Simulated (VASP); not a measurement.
Wanted: the native input for a VASP 6.6.1 run.

- Task: single point
- Functional: r2SCAN
- Potentials or basis: VASP PAW PBE potentials, release 64 (Li_sv, Nb_sv, O)
- Cutoff: 520 eV
- k mesh: 6 × 6 × 6
- Occupations: gaussian, width 0.02 eV
- Spin: no spin polarisation
- Dipole correction: no
- Further INCAR settings: ALGO = Normal; EDIFF = 1e-06; NBANDS = 45

LiNbO3:

```
Li Nb O
1.0
     2.59245    1.49675    4.56263
    -2.59245    1.49675    4.56263
     0.00000   -2.99351    4.56263
Li Nb O
2 2 6
Direct
  0.25000 0.25000 0.25000
  0.75000 0.75000 0.75000
  0.00000 0.00000 0.00000
  0.50000 0.50000 0.50000
  0.12844 0.37156 0.75000
  0.75000 0.12844 0.37156
  0.37156 0.75000 0.12844
  0.25000 0.87156 0.62844
  0.87156 0.62844 0.25000
  0.62844 0.25000 0.87156
```

These files were run (other wordings do the same):

POSCAR

```
LiNbO3
1.0
    2.5924544641      1.4967542827      4.5626303928
   -2.5924544641      1.4967542827      4.5626303928
    0.0000000000     -2.9935085654      4.5626303928
Li Nb O
2 2 6
Direct
    0.2500000000      0.2500000000      0.2500000000
    0.7500000000      0.7500000000      0.7500000000
    0.0000000000      0.0000000000      0.0000000000
    0.5000000000      0.5000000000      0.5000000000
    0.1284375215      0.3715624785      0.7500000000
    0.7500000000      0.1284375215      0.3715624785
    0.3715624785      0.7500000000      0.1284375215
    0.2500000000      0.8715624785      0.6284375215
    0.8715624785      0.6284375215      0.2500000000
    0.6284375215      0.2500000000      0.8715624785
```

INCAR.step1

```
SYSTEM = LiNbO3
ALGO = Normal
EDIFF = 1E-4
ENCUT = 520
GGA = PE
ISMEAR = 0
LASPH = .True.
LCHARG = .False.
LREAL = .False.
LWAVE = .True.
NBANDS = 45
NELM = 60
PREC = Accurate
SIGMA = 0.02
```

INCAR.step2

```
SYSTEM = LiNbO3
ALGO = Normal
EDIFF = 1E-6
ENCUT = 520
ISIF = 2
ISMEAR = 0
ISTART = 1
LASPH = .True.
LCHARG = .True.
LELF = .True.
LMIXTAU = .True.
LREAL = .False.
LVHAR = .True.
LWAVE = .False.
METAGGA = R2SCAN
NBANDS = 45
NELM = 60
PREC = Accurate
SIGMA = 0.02
```

KPOINTS

```
k-points
0
Gamma
  6 6 6
  0 0 0
```

Potentials or basis: VASP PAW PBE potentials, release 64 (Li_sv, Nb_sv, O).

Command:

```bash
$ cat potpaw_PBE.64/Li_sv/POTCAR potpaw_PBE.64/Nb_sv/POTCAR potpaw_PBE.64/O/POTCAR > POTCAR
$ cp INCAR.step1 INCAR
$ mpirun -np 1 vasp_std > vasp.out
$ cp INCAR.step2 INCAR
$ mpirun -np 1 vasp_std > vasp.out
```

It gave:

The largest force is 0.007 eV/Å and the band gap on the k mesh is 2.96 eV (least direct gap 3.08 eV).

Caveat: the PAW data sets were made with another functional, which shifts forces and pressure a little.

It took 26 min on 1 thread of Intel Xeon 8259CL, with other jobs on the host, peak memory 0.33 GiB.
